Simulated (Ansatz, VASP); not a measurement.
Two plane-wave programs on P

```xyz
4
Lattice="1.6550 -5.2500 0.0000 1.6550 5.2500 0.0000 0.0000 0.0000 4.3800" Properties=species:S:1:pos:R:3 pbc="T T T"
P     1.6550    4.1769    4.0311
P     1.6550   -1.0731    2.5389
P     1.6550   -4.1769    0.3489
P     1.6550    1.0731    1.8411
```

Alike in both runs: task electric field gradients; functional PBE; k mesh 9 × 9 × 6; occupations fermi-dirac, width 0.05 eV; no spin polarisation.

|  | VASP | Ansatz |
| --- | --- | --- |
| version | VASP 6.6.1 | Ansatz 0.2.0 |
| potentials or method | VASP PAW PBE potentials, release 64 (P) | plane-wave PAW, scalar-relativistic |
| plane-wave cutoff (eV) | 520 | 420 |
| valence electrons in the cell | 20 | 20 |

Ansatz gave:

* pressure (GPa): 1.6
* traceless stress, the component that is largest in VASP (GPa): -0.19
* rms of the force components (eV/Å): 0.007
* size of Vzz on the site where it differs most (V/Å²): 72.1

Task: Estimate VASP's values.

Result: Pressure (GPa): 1.3; traceless stress, the component that is largest in VASP (GPa): -0.19; rms of the force components (eV/Å): 0.037; size of Vzz on the site where it differs most (V/Å²): 71.2.

Atom by atom the forces differ by 0.033 eV/Å (rms over components).
